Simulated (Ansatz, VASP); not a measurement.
## One calculation of Cs, two programs

INCAR

```
SYSTEM = Cs
PREC = Accurate
ENCUT = 520
EDIFF = 1E-6
ISMEAR = -1
SIGMA = 0.1
LREAL = .FALSE.
LASPH = .TRUE.
NELM = 100
ALGO = Normal
ISIF = 2
LWAVE = .FALSE.
LCHARG = .FALSE.
GGA = PE
NBANDS = 26
```

KPOINTS

```
Automatic mesh
0
G
  8 8 2
  0 0 0
```

The input POSCAR:

```
Cs
1.0
    5.2506742606      0.0000000000      0.0000000000
   -2.6253371303      4.5472172966      0.0000000000
    0.0000000000      0.0000000000     17.2206687476
Cs
4
Direct
    1.0000000000      1.0000000000      1.0000000000
    1.0000000000      1.0000000000      0.5000000000
    0.3333333333      0.6666666667      0.2500000000
    0.6666666667      0.3333333333      0.7500000000
```

Input for Ansatz:

```yaml
crystal:
  lattice:
    - [5.2506742606, 0.0, 0.0]
    - [-2.6253371303, 4.5472172966, 0.0]
    - [0.0, 0.0, 17.2206687476]
  atoms:
    - { symbol: Cs, position: [1.0, 1.0, 1.0] }
    - { symbol: Cs, position: [1.0, 1.0, 0.5] }
    - { symbol: Cs, position: [0.3333333333, 0.6666666667, 0.25] }
    - { symbol: Cs, position: [0.6666666667, 0.3333333333, 0.75] }
hamiltonian:
  xc: pbe
  pseudopotentials:
    kind: paw
    azcp:
      Cs: "pseudopotentials/Cs.paw.azcp"
basis:
  ecutwfc: 420
  fft_grid_basis: typed
kpoints:
  mp_grid: { grid: [8, 8, 2], shift: [0, 0, 0] }
magnetization:
  spin_polarized: false
scf:
  occupations: { method: fermi_dirac, width: 0.1 }
  lower_state_search: "off"
output:
  stress: true
```

Alike in both runs: task single point; functional PBE; k mesh 8 × 8 × 2; occupations fermi-dirac, width 0.1 eV; no spin polarisation.

|  | VASP | Ansatz |
| --- | --- | --- |
| version | VASP 6.6.1 | Ansatz 0.2.0 |
| potentials or method | VASP PAW PBE potentials, release 64 (Cs_sv), cutoff 520 eV | plane waves (420 eV) with PAW, scalar-relativistic |
| valence electrons in the cell | 36 | 36 |

```tsv
	VASP	Ansatz	Ansatz less VASP
pressure (GPa)	0.3	0.3	+0.01
```

Neither program's run includes spin-orbit coupling.
